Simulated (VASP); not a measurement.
Wanted: the native input for a VASP 6.6.1 run.

```yaml
Task: single point
Functional: PBE
Potentials_or_basis: VASP PAW PBE potentials, release 64 (Mg, I)
Cutoff: 520 eV
k_mesh: 6 × 6 × 1
Occupations: gaussian, width 0.02 eV
Spin: no spin polarisation
Dipole_correction: yes
Further_INCAR_settings: ALGO = Normal; EDIFF = 1e-06; NBANDS = 15
```

The structure of MgI2 lies in POSCAR:

```
MgI2
1.0
    4.2055852931      0.0000000000      0.0000000000
   -2.1027926466      3.6421437016      0.0000000000
    0.0000000000      0.0000000000     30.4525717600
Mg I
1 2
Direct
    0.0000000000      0.0000000000      0.2955415415
    0.3333333333      0.6666666667      0.2405903474
    0.6666666667      0.3333333333      0.3504927355
```

The cell was generated, and may not be a known phase.

These files were run (other wordings do the same):

INCAR

```
PREC = Accurate ; ENCUT = 520
EDIFF = 1E-6 ; ISMEAR = 0
SIGMA = 0.02 ; LREAL = False
LASPH = True ; NELM = 80
ALGO = Normal ; ISIF = 2
LWAVE = False ; LCHARG = True
LDIPOL = True ; IDIPOL = 3
DIPOL = 0.5 0.5 0.296 ; GGA = PE
LELF = True ; LVHAR = True
LVACPOTAV = True ; NBANDS = 15
```

KPOINTS

```
regular mesh
0
Gamma
  6 6 1
```

Potentials or basis: VASP PAW PBE potentials, release 64 (Mg, I).

Launch:

```console
$ cat potpaw_PBE.64/Mg/POTCAR potpaw_PBE.64/I/POTCAR > POTCAR
$ mpirun -np 1 vasp_std > vasp.out
```

Results of the run:

```
Largest force          : 0.010 eV/Å
Band gap on the k mesh : 3.64 eV (least direct gap 3.98 eV)
```

Caveat: spin-orbit coupling is left out, which moves the levels of the heavy elements.

It took 63 s on 1 thread of Intel(R) Xeon(R) Platinum 8488C (Sapphire Rapids), on a shared host, peak memory 0.54 GiB.
